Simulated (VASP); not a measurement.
Input of a VASP 6.6.1 run:

The input INCAR:

```
  PREC = Accurate
  ENCUT = 520
  EDIFF = 1E-6
  ISMEAR = -1
  SIGMA = 0.1568
  LREAL = Auto
  LASPH = True
  NELM = 80
  ALGO = Normal
  ISIF = 2
  LWAVE = False
  LCHARG = False
  GGA = PE
  NBANDS = 118
  ISYM = 0
```

Contents of KPOINTS:

```
Automatic mesh
0
Gamma
  1 1 1
  0.25 0.25 0.25
```

POSCAR

```
Ti4Al
1.0
    7.4031320000      0.0101080000     -0.1346870000
    0.0101080000      7.0902150000     -0.0499130000
   -0.1346870000     -0.0499130000      7.0297780000
Ti Al
16 4
Direct
    0.8577335067      0.9986867909      0.3111220591
    0.5104427572      0.8870694261      0.5666961745
    0.4098577862      0.1970680286      0.7924094861
    0.0650120595      0.3216548066      0.3818419352
    0.6934377783      0.3760848754      0.0991103245
    0.2592838595      0.4543667640      0.0988096599
    0.4438130931      0.4041244974      0.4841952221
    0.8513559441      0.7066022431      0.0501738769
    0.7436197657      0.2182307267      0.5262212357
    0.7240430261      0.0413016498      0.8230161283
    0.8481768883      0.6586218886      0.5638243761
    0.4376505884      0.1435136871      0.2265676161
    0.4799734546      0.8884614963      0.9834832570
    0.0332605868      0.0006516618      0.6334546119
    0.5398735949      0.5622170437      0.8127092910
    0.2315634841      0.6807725442      0.6613577258
    0.9881072760      0.3192971529      0.7954891724
    0.1830089595      0.7636139011      0.3175443362
    0.5779202905      0.6977381729      0.2755049385
    0.0793765624      0.0599926159      0.0283069256
```

Potentials or basis: VASP PAW PBE potentials, release 64 (Ti_sv, Al).

Command:

```bash
$ cat potpaw_PBE.64/Ti_sv/POTCAR potpaw_PBE.64/Al/POTCAR > POTCAR
$ mpirun -np 1 vasp_std > vasp.out
```

Problem. What does it give for the largest force?

Solution. 2.985 eV/Å.

Problem. What does it give for the band gap on the k mesh?

Solution. 0.09 eV.

Problem. Estimate the pressure.

Solution. -0.2 GPa.

Forces on the atoms (eV/Å):
```
Ti  -1.516 -1.337 -1.499
Ti  -0.608  0.523  0.102
Ti  -1.930  0.401  0.526
Ti   0.269  0.392  0.054
Ti   0.759 -1.092  0.913
Ti   0.328  0.246 -0.830
Ti  -0.944  1.126 -1.254
Ti   1.694  0.179 -1.055
Ti  -0.652  1.805 -0.356
Ti   1.695 -0.740  1.586
Ti  -0.229 -0.236 -0.154
Ti  -0.472 -0.479  0.314
Ti  -1.500 -1.046 -0.245
Ti   1.720 -0.727 -0.144
Ti   1.053  0.019 -0.034
Ti  -0.609 -1.355  2.589
Al   0.337  2.717  0.272
Al  -0.270  0.837 -0.929
Al  -0.162 -1.123 -0.076
Al   1.035 -0.111  0.219
```

Caveat: the k points lie up to 0.89 Å⁻¹ apart.
